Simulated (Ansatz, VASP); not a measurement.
# One calculation of Hf, two programs

```
Hf
1.0
     0.00000    2.22000    2.28660
     2.22000    0.00000    2.28660
     2.22000    2.22000    0.00000
Hf
1
Direct
  0.00000 0.00000 0.00000
```

Change from the starting cell: strain +0.0300 x Voigt [0, 0, 1, 0, 0, 0], atoms carried along.

Alike in both runs: task single point; functional PBEsol; k mesh 18 × 18 × 18; occupations gaussian, width 0.15 eV; no spin polarisation.

```csv
,VASP,Ansatz
version,VASP 6.6.1,Ansatz 0.2.0
potentials or method,"VASP PAW PBE potentials, release 64 (Hf_pv), cutoff 520 eV","scalar-relativistic, plane waves, PAW"
valence electrons in the cell,10,26
```

VASP gave:

| Item | Value |
| --- | --- |
| gap on the k mesh at the Fermi level (eV) | none |
| pressure (GPa) | -4.8 |
| traceless stress, the component that is largest in VASP (GPa) | -1.13 |

Q: Estimate Ansatz's values.

A: gap on the k mesh at the Fermi level (eV): none; pressure (GPa): -4.4; traceless stress, the component that is largest in VASP (GPa): -1.12.

VASP's potentials were made for PBE, not for PBEsol. A gap of «none» marks a metal or a gap that the smearing closes. The functional is the same, so the differences come from potentials, cutoffs and numerics. VASP's potentials hold 10 valence electrons a cell and Ansatz's 26, so a difference there can come from the potentials and not from the codes.

Neither program's run includes spin-orbit coupling.
